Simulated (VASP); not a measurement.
# TiO2 (I4_1/amd) in VASP: further runs, part 2 of 2

VASP 6.6.1. The steps go on from the part before.

**5. Single point, PBE+U**

This run uses another cell than the first one: it holds 12 atoms, not 6.

Input file INCAR:

```
SYSTEM = TiO2
PREC     = Accurate       ! precision mode
ENCUT    = 520            ! plane-wave cutoff, eV
EDIFF    = 1E-7           ! SCF threshold, eV
ISMEAR   = 0              ! smearing method
SIGMA    = 0.02           ! smearing width, eV
LREAL    = .FALSE.        ! projectors in reciprocal space
LASPH    = .TRUE.         ! aspherical terms in the spheres
NELM     = 150            ! most SCF steps
ALGO     = Normal         ! electronic algorithm
ISIF     = 2              ! what is computed and relaxed
LWAVE    = .FALSE.        ! write WAVECAR
LCHARG   = .FALSE.        ! write CHGCAR
LMAXMIX  = 4              ! l up to which the mixer works
LDAU     = .TRUE.         ! DFT+U
LDAUTYPE = 2            
LDAUL    = 2 -1           ! shell
LDAUU    = 4 0            ! U, eV
LDAUJ    = 0 0          
LDAUPRINT= 1            
GGA      = PE             ! functional
NBANDS   = 60             ! bands
```

Input file KPOINTS:

```
regular mesh
0
G
  6 6 4
  0 0 0
```

Input file POSCAR:

```
TiO2
1.0
    3.8180006865      0.0000000000      0.0000000000
    0.0000000000      3.8180006865      0.0000000000
    0.0000000000      0.0000000000      9.7751129046
Ti O
4 8
Direct
    0.0000000000      0.0000000000      0.0000000000
    0.0000000000      0.5000000000      0.2500000000
    0.5000000000      0.5000000000      0.5000000000
    0.5000000000      0.0000000000      0.7500000000
    0.0000000000      0.5000000000      0.4552981748
    0.0000000000      0.0000000000      0.2052981748
    0.0000000000      0.5000000000      0.0447018252
    0.5000000000      0.5000000000      0.2947018252
    0.5000000000      0.0000000000      0.9552981748
    0.5000000000      0.5000000000      0.7052981748
    0.5000000000      0.0000000000      0.5447018252
    0.0000000000      0.0000000000      0.7947018252
```

Started as:

```
> cat potpaw_PBE.64/Ti_sv/POTCAR potpaw_PBE.64/O/POTCAR > POTCAR
> mpirun -np 1 vasp_std > vasp.out
```

Wall time 4.5 min (1 thread of AMD EPYC 7R43 (Zen 3), shared host); peak memory 0.3 GiB.

The run converged. Its results:

```yaml
Free_energy: -97.0020 eV
Pressure: 4.2 GPa
Largest_force: 0.149 eV/Å
Band_gap_on_the_k_mesh: 2.72 eV
```

Forces on the atoms (eV/Å):
```
Ti   0.000  0.000  0.000
Ti   0.000  0.000  0.000
Ti   0.000  0.000  0.000
Ti   0.000  0.000  0.000
O    0.000  0.000  0.149
O    0.000  0.000  0.149
O    0.000  0.000 -0.149
O    0.000  0.000 -0.149
O    0.000  0.000  0.149
O    0.000  0.000  0.149
O    0.000  0.000 -0.149
O    0.000  0.000 -0.149
```

Stress tensor (GPa, compression positive):
```
4.49 0.00 0.00
0.00 4.49 0.00
0.00 0.00 3.59
```

Levels at points of the mesh, in eV from the valence-band top:
```
           k point  band 45  band 46  band 47  band 48  band 49  band 50  band 51  band 52
(0.00, 0.00, 0.00)    -0.33    -0.33    -0.04    -0.04     2.72     3.05     3.05     3.40
(0.50, 0.00, 0.00)    -0.82    -0.82    -0.73    -0.73     3.83     3.83     3.90     3.90
(0.50, 0.50, 0.00)     0.00     0.00     0.00     0.00     3.74     3.74     3.74     3.74
(0.00, 0.00, 0.50)    -0.14    -0.14    -0.14    -0.14     2.81     2.81     3.29     3.29
(0.50, 0.00, 0.50)    -0.78    -0.78    -0.62    -0.62     3.74     3.74     3.91     3.91
(0.50, 0.50, 0.50)    -0.17    -0.17    -0.17    -0.17     3.95     3.95     3.95     3.95
```

Eigenvalues of the final occupation matrices:
```csv
site,spin,trace,eigenvalues
site 1 d,1,0.79,0.10 0.10 0.10 0.24 0.25
site 1 d,2,0.79,0.10 0.10 0.10 0.24 0.25
site 2 d,1,0.79,0.10 0.10 0.10 0.24 0.25
site 2 d,2,0.79,0.10 0.10 0.10 0.24 0.25
site 3 d,1,0.79,0.10 0.10 0.10 0.24 0.25
site 3 d,2,0.79,0.10 0.10 0.10 0.24 0.25
site 4 d,1,0.79,0.10 0.10 0.10 0.24 0.25
site 4 d,2,0.79,0.10 0.10 0.10 0.24 0.25
```

Caveat: the cell stands under pressure. A k mesh can miss the band edges.

**6. Single point, PBE+U (biaxial strain in the a-b plane: -3.0 %)**

Input file INCAR:

```
SYSTEM = TiO2
PREC     = Accurate       ! precision mode
ENCUT    = 520            ! plane-wave cutoff, eV
EDIFF    = 1E-6           ! SCF threshold, eV
ISMEAR   = 0              ! smearing method
SIGMA    = 0.02           ! smearing width, eV
LREAL    = .False.        ! projectors in reciprocal space
LASPH    = .True.         ! aspherical terms in the spheres
NELM     = 150            ! most SCF steps
ALGO     = Normal         ! electronic algorithm
ISIF     = 2              ! what is computed and relaxed
LWAVE    = .False.        ! write WAVECAR
LCHARG   = .False.        ! write CHGCAR
LMAXMIX  = 4              ! l up to which the mixer works
LDAU     = .True.         ! DFT+U
LDAUTYPE = 2            
LDAUL    = 2 -1           ! shell
LDAUU    = 4 0            ! U, eV
LDAUJ    = 0 0          
LDAUPRINT= 1            
GGA      = PE             ! functional
NBANDS   = 60             ! bands
```

Input file KPOINTS:

```
Automatic mesh
0
Gamma
  6 6 4
  0 0 0
```

Input file POSCAR:

```
TiO2
1.0
    3.7034606659      0.0000000000      0.0000000000
    0.0000000000      3.7034606659      0.0000000000
    0.0000000000      0.0000000000      9.9510649369
Ti O
4 8
Direct
    0.0000000000      0.0000000000      0.0000000000
    0.0000000000      0.5000000000      0.2500000000
    0.5000000000      0.5000000000      0.5000000000
    0.5000000000      0.0000000000      0.7500000000
    0.0000000000      0.5000000000      0.4529448684
    0.0000000000      0.0000000000      0.2029448684
    0.0000000000      0.5000000000      0.0470551316
    0.5000000000      0.5000000000      0.2970551316
    0.5000000000      0.0000000000      0.9529448684
    0.5000000000      0.5000000000      0.7029448684
    0.5000000000      0.0000000000      0.5470551316
    0.0000000000      0.0000000000      0.7970551316
```

Potentials or basis: VASP PAW PBE potentials, release 64 (Ti_sv, O).

Started as:

```
> cat potpaw_PBE.64/Ti_sv/POTCAR potpaw_PBE.64/O/POTCAR > POTCAR
> mpirun -np 1 vasp_std > vasp.out
```

Wall time 5 min (1 thread of AMD EPYC 7R43 (Zen 3), shared host); peak memory 0.29 GiB.

Results (log left out):

```
Free energy            : -96.4670 eV
Pressure               : 15.5 GPa
Largest force          : 0.092 eV/Å
Band gap on the k mesh : 2.96 eV
```

Forces on the atoms (eV/Å):
```
Ti   0.000  0.000  0.000
Ti   0.000  0.000  0.000
Ti   0.000  0.000  0.000
Ti   0.000  0.000  0.000
O    0.000  0.000  0.092
O    0.000  0.000  0.092
O    0.000  0.000 -0.092
O    0.000  0.000 -0.092
O    0.000  0.000  0.092
O    0.000  0.000  0.092
O    0.000  0.000 -0.092
O    0.000  0.000 -0.092
```

Stress tensor (GPa, compression positive):
```
18.68  0.00  0.00
 0.00 18.68  0.00
 0.00  0.00  9.06
```

Levels at points of the mesh, in eV from the valence-band top:
| k point | band 44 | band 45 | band 46 | band 47 | band 48 | band 49 | band 50 | band 51 | band 52 | band 53 |
| --- | --- | --- | --- | --- | --- | --- | --- | --- | --- | --- |
| (0.00, 0.00, 0.00) | -0.79 | -0.33 | -0.33 | -0.02 | -0.02 | 2.96 | 3.26 | 3.26 | 3.58 | 4.65 |
| (0.50, 0.00, 0.00) | -1.13 | -0.80 | -0.80 | -0.72 | -0.72 | 4.14 | 4.14 | 4.21 | 4.21 | 4.24 |
| (0.50, 0.50, 0.00) | -1.91 | -0.04 | -0.04 | -0.04 | -0.04 | 3.87 | 3.87 | 3.87 | 3.87 | 4.36 |
| (0.00, 0.00, 0.50) | -1.02 | -0.14 | -0.14 | -0.14 | -0.14 | 3.05 | 3.05 | 3.49 | 3.49 | 4.73 |
| (0.50, 0.00, 0.50) | -0.80 | -0.80 | -0.80 | -0.68 | -0.68 | 4.08 | 4.08 | 4.14 | 4.14 | 4.23 |
| (0.50, 0.50, 0.50) | -1.55 | -0.20 | -0.20 | -0.20 | -0.20 | 4.09 | 4.09 | 4.09 | 4.09 | 4.15 |

Eigenvalues of the final occupation matrices:
```tsv
site	spin	trace	eigenvalues
site 1 d	1	0.83	0.11 0.11 0.11 0.24 0.27
site 1 d	2	0.83	0.11 0.11 0.11 0.24 0.27
site 2 d	1	0.83	0.11 0.11 0.11 0.24 0.27
site 2 d	2	0.83	0.11 0.11 0.11 0.24 0.27
site 3 d	1	0.83	0.11 0.11 0.11 0.24 0.27
site 3 d	2	0.83	0.11 0.11 0.11 0.24 0.27
site 4 d	1	0.83	0.11 0.11 0.11 0.24 0.27
site 4 d	2	0.83	0.11 0.11 0.11 0.24 0.27
```

Caveat: the cell differs from its parent crystal (biaxial strain in the a-b plane: -3.0 %); the cell stands under pressure. A k mesh can miss the band edges.

**7. Summary**

```csv
cell,k mesh,smearing,gap on the mesh (eV),pressure (GPa),largest force (eV/Å)
"a = 5.584 Å, angles 140.0, 140.0, 57.8°, 6 atoms, atomic positions A",8 × 8 × 8,gaussian 0.02 eV,2.68,4.2,0.15
"a = 5.584 Å, angles 140.0, 140.0, 57.8°, 6 atoms, atomic positions A",8 × 8 × 8,gaussian 0.01 eV,2.68,4.2,0.15
"a = 3.818, b = 3.818, c = 9.628 Å, 12 atoms, atomic positions B",6 × 6 × 4,gaussian 0.02 eV,2.68,6.8,0.17
"a = 3.818, b = 3.818, c = 9.775 Å, 12 atoms, atomic positions C",6 × 6 × 4,gaussian 0.02 eV,2.72,4.2,0.15
"a = 3.703, b = 3.703, c = 9.951 Å, 12 atoms, atomic positions D",6 × 6 × 4,gaussian 0.02 eV,2.96,15.5,0.09
```

Alike in all rows: task single point; level PBE+U; potentials or basis VASP PAW PBE potentials, release 64 (Ti_sv, O); no spin polarisation; Ti d U = 4.0 eV; cutoff (eV) 520.

Caveats: the cell stands under pressure.

Absolute energies hang on the potentials; compare differences alone.
